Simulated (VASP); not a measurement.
# MoS2 (P-6m2) in VASP: single point with HSE06

Aim: the single point of MoS2 with HSE06.

Program: VASP 6.6.1. These are calculated values, not measurements. Logs are shortened: lines on timing, memory, paths and dates and some standing lists are left out, and cuts for length are marked.

## 1. The cell of the first run

It takes space group P-6m2 (No. 187, hexagonal). The conventional cell has a = 3.171 Å, b = 3.171 Å, c = 6.761 Å, α = 90.00°, β = 90.00°, γ = 120.00°. Mo (site symmetry -6m2) has 6 S at 2.40 Å and 6 Mo at 3.17 Å within 3.2 Å. Within 3.2 Å of S (site symmetry 3m) lie 3 Mo at 2.40 Å and 7 S at 3.11 to 3.17 Å.

## 2. Single point, HSE06 (uniaxial z strain -0.7%)

File POSCAR:

```
MoS2
1.0
    3.1709589632      0.0000000000      0.0000000000
   -1.5854794816      2.7461310165      0.0000000000
    0.0000000000      0.0000000000      6.7609815495
Mo S
1 2
Direct
    0.0000000000      0.0000000000      0.0000000000
    0.3333333333      0.6666666667      0.2300868647
    0.3333333333      0.6666666667      0.7699131353
```

File INCAR.step1:

```
ALGO = Normal
EDIFF = 1E-5
ENCUT = 400
GGA = PE
GGA_COMPAT = False
ISIF = 2
ISMEAR = 0
LASPH = True
LREAL = False
LWAVE = True
NBANDS = 20
NELM = 120
PREC = Accurate
SIGMA = 0.01
```

File INCAR.step2:

```
ALGO = Normal
EDIFF = 1E-6
ENCUT = 400
GGA = PE
GGA_COMPAT = False
HFSCREEN = 0.2079
ISIF = 2
ISMEAR = 0
ISTART = 1
LASPH = True
LCHARG = True
LELF = True
LHFCALC = True
LREAL = False
LVHAR = True
LWAVE = False
NBANDS = 20
NELM = 120
PREC = Accurate
PRECFOCK = Normal
SIGMA = 0.01
```

File KPOINTS:

```
k-points
0
Gamma
  6 6 4
```

Potentials or basis: VASP PAW PBE potentials, release 64 (Mo_sv, S).

Command:

```sh
$ cat potpaw_PBE.64/Mo_sv/POTCAR potpaw_PBE.64/S/POTCAR > POTCAR
$ cp INCAR.step1 INCAR
$ mpirun -np 1 vasp_std > vasp.out
$ cp INCAR.step2 INCAR
$ mpirun -np 1 vasp_std > vasp.out
```

OUTCAR:

```text
EDIFF = 1E-6
   ENCUT = 400
   GGA = PE
   HFSCREEN = 0.2079
   ISIF = 2
   ISMEAR = 0
   ISTART = 1
   LASPH = True
   LHFCALC = True
   LREAL = False
   NELM = 120
   PREC = Accurate
   PRECFOCK = Normal

 ion  position               nearest neighbor table
   1  0.000  0.000  0.000-   2 2.40   3 2.40   2 2.40   3 2.40   2 2.40   3 2.40
   2  0.333  0.667  0.230-   1 2.40   1 2.40   1 2.40
   3  0.333  0.667  0.770-   1 2.40   1 2.40   1 2.40

  LATTYP: Found a hexagonal cell.
 ALAT       =     3.1709589632
 C/A-ratio  =     2.1321567475

  Lattice vectors:

 A1 = (   3.1709589632,   0.0000000000,   0.0000000000)
 A2 = (  -1.5854794816,   2.7461310165,   0.0000000000)
 A3 = (   0.0000000000,   0.0000000000,   6.7609815495)

Analysis of symmetry for initial positions (statically):
=====================================================================
 Subroutine PRICEL returns:
 Original cell was already a primitive cell.

 Routine SETGRP: Setting up the symmetry group for a
 hexagonal supercell.

 Subroutine GETGRP returns: Found 12 space group operations
 (whereof 12 operations were pure point group operations)
 out of a pool of 24 trial point group operations.

The static configuration has the point symmetry D_3h.

Analysis of symmetry for dynamics (positions and initial velocities):
=====================================================================
 Subroutine PRICEL returns:
 Original cell was already a primitive cell.

 Routine SETGRP: Setting up the symmetry group for a
 hexagonal supercell.

 Subroutine GETGRP returns: Found 12 space group operations
 (whereof 12 operations were pure point group operations)
 out of a pool of 24 trial point group operations.

The dynamic configuration has the point symmetry D_3h.

 Subroutine INISYM returns: Found 12 space group operations
 (whereof 12 operations are pure point group operations),
 and found     1 'primitive' translations

----------------------------------------------------------------------------------------

                                     Primitive cell

  volume of cell :      58.8737

  direct lattice vectors                    reciprocal lattice vectors
     3.170958963  0.000000000  0.000000000     0.315362012  0.182074343  0.000000000
    -1.585479482  2.746131017  0.000000000     0.000000000  0.364148686  0.000000000
     0.000000000  0.000000000  6.760981550     0.000000000  0.000000000  0.147907518

  length of vectors
     3.170958963  3.170958963  6.760981550     0.364148686  0.364148686  0.147907518

  position of ions in fractional coordinates (direct lattice)
     0.000000000  0.000000000  0.000000000
     0.333333333  0.666666667  0.230086865
     0.333333333  0.666666667  0.769913135

  ion indices of the primitive-cell ions
   primitive index   ion index
                 1           1
                 2           2
                 3           3

----------------------------------------------------------------------------------------

 KPOINTS: k-points

Automatic generation of k-mesh.
 Grid dimensions read from file:
 generate k-points for:    6    6    4

 Generating k-lattice:

  Cartesian coordinates                     Fractional coordinates (reciprocal lattice)
     0.052560335  0.030345724  0.000000000     0.166666667  0.000000000  0.000000000
     0.000000000  0.060691448  0.000000000     0.000000000  0.166666667  0.000000000
     0.000000000  0.000000000  0.036976879     0.000000000  0.000000000  0.250000000

  Length of vectors
     0.060691448  0.060691448  0.036976879

  Shift w.r.t. Gamma in fractional coordinates (k-lattice)
     0.000000000  0.000000000  0.000000000

 Subroutine IBZKPT returns following result:
 ===========================================

 Found     21 irreducible k-points:

 Following reciprocal coordinates:
            Coordinates               Weight
  0.000000  0.000000  0.000000      1.000000
  0.166667  0.000000  0.000000      6.000000
  0.333333  0.000000  0.000000      6.000000
  0.500000  0.000000  0.000000      3.000000
  0.166667  0.166667  0.000000      6.000000
  0.333333  0.166667  0.000000     12.000000
[... 13 lines left out ...]
  0.333333  0.166667  0.500000     12.000000
  0.333333  0.333333  0.500000      2.000000
   k-points           NKPTS =     21   k-points in BZ     NKDIM =    144   number of bands    NBANDS=     20
   number of dos      NEDOS =    301   number of ions     NIONS =      3
   total plane-waves  NPLWV =  27648
   dimension x,y,z NGX =    24 NGY =   24 NGZ =   48
   dimension x,y,z NGXF=    48 NGYF=   48 NGZF=   96
   ions per type =               1   2
   NGX,Y,Z   is equivalent  to a cutoff of  12.58, 12.58, 11.80 a.u.
   NGXF,Y,Z  is equivalent  to a cutoff of  25.17, 25.17, 23.61 a.u.
 SYSTEM =  unknown system
   PREC   = accura    normal or accurate (medium, high low for compatibility)
   ISTART =      1    job   : 0-new  1-cont  2-samecut
   ICHARG =      0    charge: 1-file 2-atom 10-const
   ISPIN  =      1    spin polarized calculation?
   LNONCOLLINEAR =      F non collinear calculations
   LSORBIT =      F    spin-orbit coupling
   LASPH  =      T    aspherical Exc in radial PAW
   ENCUT  =  400.0 eV  29.40 Ry    5.42 a.u.   5.17  5.17 11.03*2*pi/ulx,y,z
   NELM   =    120;   NELMIN=  2; NELMDL=  0     # of ELM steps
   EDIFF  = 0.1E-05   stopping-criterion for ELM
   LREAL  =      F    real-space projection
   EDIFFG = 0.1E-04   stopping-criterion for IOM
   NSW    =      0    number of steps for IOM
   IBRION =     -1    ionic relax: 0-MD 1-quasi-New 2-CG
   NFREE  =      0    steps in history (QN), initial steepest desc. (CG)
   ISIF   =      2    stress and relaxation
   ISYM   =      3    0-nonsym 1-usesym 2-fastsym
   POTIM  = 0.5000    time-step for ionic-motion
   TEBEG  =    0.0;   TEEND  =   0.0 temperature during run
   PSTRESS=    0.0 pullay stress
   NELECT =      26.0000    total number of electrons
   NUPDOWN=      -1.0000    fix difference up-down
   EMIN   =  10.00;   EMAX   =-10.00  energy-range for DOS
   EFERMI =   0.00;   METHOD = LEGACY
   ISMEAR =     0;   SIGMA  =   0.01  broadening in eV -4-tet -1-fermi 0-gaus
   EFERMI_NEDOS =   21; number of points for ismear=-14 and -15
   IALGO  =     38    algorithm
   IMIX   =      1    mixing-type and parameters
     AMIX     =   0.40;   BMIX     =  1.00
     AMIX_MAG =   1.60;   BMIX_MAG =  1.00
  volume/ion in A,a.u.               =      19.62       132.43
  Fermi-wavevector in a.u.,A,eV,Ry     =   1.246691  2.355904 21.146690  1.554238
  Thomas-Fermi vector in A             =   2.380857
   LORBIT       =      0    0 simple, 1 ext, 2 COOP (PROOUT), +10 PAW based schemes
   GGA     = PE    functional components
   LHFCALC =     T    Hartree Fock is set to
   PRECFOCK=normal    Normal, Fast or Accurate (Low or Medium for compatibility)
   ENCUT4O =  -1.0   cutoff for four orbital integrals eV
   NKREDX  =     1    reduce k-point grid by
   NKREDY  =     1    reduce k-point grid by
   NKREDZ  =     1    reduce k-point grid by
   AEXX    =    0.2500 exact exchange contribution
   HFSCREEN=    0.2079 screening length (either q_TF or 0.3 A-1)
   HFSCREENC=   0.2079 screening length for correlation (either q_TF or 0.3 A-1)
   ENCUTFOCK=  -1.0 apply spherical cutoff to Coloumb kernel
   IVDW    =     0    specifies the selected vdW correction
   LEPSILON=     F    determine dielectric tensor
   LRPA    =     F    only Hartree local field effects (RPA)
 non-spin polarized calculation
 Gauss-broadening in eV      SIGMA  =   0.01
  energy-cutoff  :      400.00
  volume of cell :       58.87
 maximum number of plane-waves:      1090
 NGX is ok and might be reduce to    24
  NGX = 16; NGY = 16; NGZ = 36

 number of electron      26.0000005 magnetization

 Free energy of the ion-electron system (eV)
  ---------------------------------------------------
  ext. energy  EPLUGINS =         0.00000000
  ---------------------------------------------------
  free energy    TOTEN  =       -26.14479002 eV

  energy without entropy =      -26.14479002  energy(sigma->0) =      -26.14479002

 E-fermi :   5.8420     XC(G=0):  -8.3562

 val. band max:        5.7152827541   @ k =   0.0000   0.0000   0.5000
 cond. band min:       7.4640257515   @ k =   0.3333   0.3333   0.0000
 fundamental gap:      1.7487429974
 Fermi energy:         5.8420475092

 k-point     1 :       0.0000    0.0000    0.0000
  band No.  band energies     occupation
      1     -59.5731      2.00000
      2     -32.3095      2.00000
      3     -32.0497      2.00000
      4     -32.0497      2.00000
      5     -10.5066      2.00000
      6      -8.9051      2.00000
[... 12 lines left out ...]
     19      13.9911      0.00000
     20      15.5745      0.00000

 k-point     2 :       0.1667    0.0000    0.0000
  band No.  band energies     occupation
      1     -59.5613      2.00000
      2     -32.2864      2.00000
      3     -32.1699      2.00000
      4     -32.0771      2.00000
      5     -10.0625      2.00000
      6      -8.7357      2.00000
[... 12 lines left out ...]
     19      14.8017      0.00000
     20      16.2583      0.00000

 k-point     3 :       0.3333    0.0000    0.0000
  band No.  band energies     occupation
      1     -59.5376      2.00000
      2     -32.4045      2.00000
      3     -32.2391      2.00000
      4     -32.1315      2.00000
      5      -9.0295      2.00000
      6      -8.3491      2.00000
[... 12 lines left out ...]
     19      14.0421      0.00000
     20      14.9518      0.00000

 k-point     4 :       0.5000    0.0000    0.0000
  band No.  band energies     occupation
      1     -59.5257      2.00000
      2     -32.5188      2.00000
      3     -32.2152      2.00000
      4     -32.1588      2.00000
      5      -8.3903      2.00000
      6      -8.1234      2.00000
[... 360 lines left out ...]
 k-point    20 :       0.3333    0.1667    0.5000
  band No.  band energies     occupation
      1     -59.5257      2.00000
      2     -32.4595      2.00000
      3     -32.2200      2.00000
      4     -32.2155      2.00000
      5      -8.3310      2.00000
      6      -8.1975      2.00000
[... 12 lines left out ...]
     19      14.5990      0.00000
     20      15.9776      0.00000

 k-point    21 :       0.3333    0.3333    0.5000
  band No.  band energies     occupation
      1     -59.5198      2.00000
      2     -32.3938      2.00000
      3     -32.3580      2.00000
      4     -32.2038      2.00000
      5      -8.0342      2.00000
      6      -8.0060      2.00000
[... 12 lines left out ...]
     19      14.9280      0.00000
     20      14.9741      0.00000

------------------------ aborting loop because EDIFF is reached ----------------------------------------

  FORCE on cell =-STRESS in cart. coord.  units (eV):
  Direction    XX          YY          ZZ          XY          YZ          ZX
  --------------------------------------------------------------------------------------
  -------------------------------------------------------------------------------------
  Total       -1.0649584     -1.0649584     -0.6544008      0.0000000      0.0000000      0.0000000
  in kB      -28.9815482    -28.9815482    -17.8087231      0.0000000      0.0000000      0.0000000
  external PRESSURE =     -25.2572732 kB  Pullay stress =       0.0000000 kB

 VOLUME and BASIS-vectors are now :
 -----------------------------------------------------------------------------
  energy-cutoff  :      400.00
  volume of cell :       58.87
      direct lattice vectors                 reciprocal lattice vectors
     3.170958963  0.000000000  0.000000000     0.315362012  0.182074343  0.000000000
    -1.585479482  2.746131017  0.000000000     0.000000000  0.364148686  0.000000000
     0.000000000  0.000000000  6.760981550     0.000000000  0.000000000  0.147907518

 POSITION                                       TOTAL-FORCE (eV/Angst)
 -----------------------------------------------------------------------------------
      0.00000      0.00000      0.00000         0.000000      0.000000      0.000000
     -0.00000      1.83075      1.55561        -0.000000      0.000000     -0.408492
     -0.00000      1.83075      5.20537        -0.000000      0.000000      0.408492
 -----------------------------------------------------------------------------------
    total drift:                               -0.000008      0.000006      0.000017

  FREE ENERGIE OF THE ION-ELECTRON SYSTEM (eV)
  ---------------------------------------------------
  free  energy   TOTEN  =       -26.1447900198 eV

  energy  without entropy=      -26.1447900198  energy(sigma->0) =      -26.14479002
```

Wall time 55 min (1 thread of Oxide Virtual Turin-like, shared host); peak memory 0.25 GiB.

Results:

* Free energy: -26.1448 eV
* Pressure: -2.5 GPa
* Largest force: 0.408 eV/Å
* Band gap on the k mesh: 1.75 eV (least direct gap 2.15 eV)

Forces in eV/Å, atoms in the order of the input:
```
Mo   0.000  0.000  0.000
S    0.000  0.000 -0.408
S    0.000  0.000  0.408
```

Caveat: the cell differs from its parent crystal (uniaxial z strain -0.7%); the PAW data sets were made with another functional, which shifts forces and pressure a little; this functional lacks dispersion, which binds layers or chains, so the pressure and a relaxed spacing across them are unreliable. A k mesh can miss the band edges.
